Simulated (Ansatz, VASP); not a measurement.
# One calculation of Ru, two programs

```
Ru
1.0
     2.70580   -0.01353   -0.01353
    -1.36462    2.35006   -0.00495
    -0.02141   -0.02141    4.28190
Ru
2
Cartesian
  -0.0132 1.5568 1.0627
  1.3329 0.7583 3.2008
```

Change from the starting cell: equal xy, yz and zx shear strains of -1 %.

Alike in both runs: task single point; functional PBEsol; k mesh 14 × 14 × 8; occupations fermi-dirac, width 0.03 eV; no spin polarisation.

|  | VASP | Ansatz |
| --- | --- | --- |
| version | VASP 6.6.1 | Ansatz 0.2.0 |
| potentials or method | VASP PAW PBE potentials, release 64 (Ru_pv), cutoff 520 eV | all-electron LAPW, scalar-relativistic |

```tsv
	VASP	Ansatz	Ansatz less VASP
pressure (GPa)	-6.2	-6.2	+0.02
traceless stress, the component that is largest in VASP (GPa)	1.98	1.98	+0.002
rms of the force components (eV/Å)	0.028	0.028	0.0000
```

VASP's potentials were made for PBE, not for PBEsol. Atom by atom the forces differ by 0.000 eV/Å (rms over components). Ansatz ran all-electron here, and VASP with PAW potentials.
